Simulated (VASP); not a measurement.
A run of VASP 6.6.1:

Contents of INCAR:

```
SYSTEM = Cu
ALGO     = Normal         ! electronic algorithm
EDIFF    = 1E-8           ! SCF threshold, eV
ENCUT    = 520            ! plane-wave cutoff, eV
GGA      = PE             ! functional
ISIF     = 2              ! what is computed and relaxed
ISMEAR   = -1             ! smearing method
LASPH    = .True.         ! aspherical terms in the spheres
LCHARG   = .False.        ! write CHGCAR
LEFG     = .True.       
LREAL    = .False.        ! projectors in reciprocal space
LWAVE    = .False.        ! write WAVECAR
NBANDS   = 12             ! bands
NELM     = 80             ! most SCF steps
PREC     = Accurate       ! precision mode
SIGMA    = 0.05           ! smearing width, eV
```

Contents of KPOINTS:

```
k-points
0
Gamma
  17 17 17
  0 0 0
```

POSCAR

```
Cu
1.0
    0.0000000000      1.7887153358      1.7887153358
    1.7887153358      0.0000000000      1.7887153358
    1.7887153358      1.7887153358      0.0000000000
Cu
1
Direct
    0.0000000000      0.0000000000      0.0000000000
```

Potentials or basis: VASP PAW PBE potentials, release 64 (Cu).

Launch:

```console
$ cat potpaw_PBE.64/Cu/POTCAR > POTCAR
$ mpirun -np 1 vasp_std > vasp.out
```

Hardware: 1 thread of Intel Xeon 6975P-C, on a shared host.

Question: How long does it take, and how much memory?

Answer: Wall time 19 s on 1 thread of Intel Xeon 6975P-C, on a shared host, peak memory 0.14 GiB. Counts: scf iterations 14, k points 165.
